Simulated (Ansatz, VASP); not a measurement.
Lu in VASP and in Ansatz

INCAR

```
PREC = Accurate
ENCUT = 520
EDIFF = 1E-6
ISMEAR = -1
SIGMA = 0.1
LREAL = False
LASPH = True
NELM = 100
ALGO = Normal
ISIF = 2
LWAVE = False
LCHARG = False
GGA = PS
NBANDS = 32
```

Contents of KPOINTS:

```
regular mesh
0
Gamma
  9 9 9
```

The input POSCAR:

```
Lu
1.0
    0.0000000000      3.6811046547      3.6811046547
    3.6811046547      0.0000000000      3.6811046547
    3.6811046547      3.6811046547      0.0000000000
Lu
2
Direct
    0.1250000000      0.1250000000      0.1250000000
    0.8750000000      0.8750000000      0.8750000000
```

Input for Ansatz:

```yaml
crystal:
  lattice:
    - [0.0, 3.6811046547, 3.6811046547]
    - [3.6811046547, 0.0, 3.6811046547]
    - [3.6811046547, 3.6811046547, 0.0]
  atoms:
    - { symbol: Lu, position: [0.125, 0.125, 0.125] }
    - { symbol: Lu, position: [0.875, 0.875, 0.875] }
hamiltonian:
  xc: pbesol
  pseudopotentials:
    kind: paw
    azcp:
      Lu: "pseudopotentials/Lu.paw.azcp"
basis:
  ecutwfc: 420
  fft_grid_basis: typed
kpoints:
  mp_grid: { grid: [9, 9, 9], shift: [0, 0, 0] }
magnetization:
  spin_polarized: false
scf:
  occupations: { method: fermi_dirac, width: 0.1 }
  lower_state_search: "off"
output:
  stress: true
  write_density: true
  write_potential: true
  elf: true
  volumetric_format: npy
```

Alike in both runs: task single point; functional PBEsol; k mesh 9 × 9 × 9; occupations fermi-dirac, width 0.1 eV; no spin polarisation.

```csv
,VASP,Ansatz
version,VASP 6.6.1,Ansatz 0.2.0
potentials or method,"VASP PAW PBE potentials, release 64 (Lu), cutoff 520 eV","plane waves (420 eV) with PAW, scalar-relativistic"
valence electrons in the cell,50,50
```

|  | VASP | Ansatz | Ansatz less VASP |
| --- | --- | --- | --- |
| pressure (GPa) | -0.8 | -0.8 | -0.01 |

VASP's potentials were made for PBE, not for PBEsol, and Ansatz warns of the same on its side. With one functional, cell and mesh, what is left measures potentials, basis and numerics.

Spin-orbit coupling is off throughout.
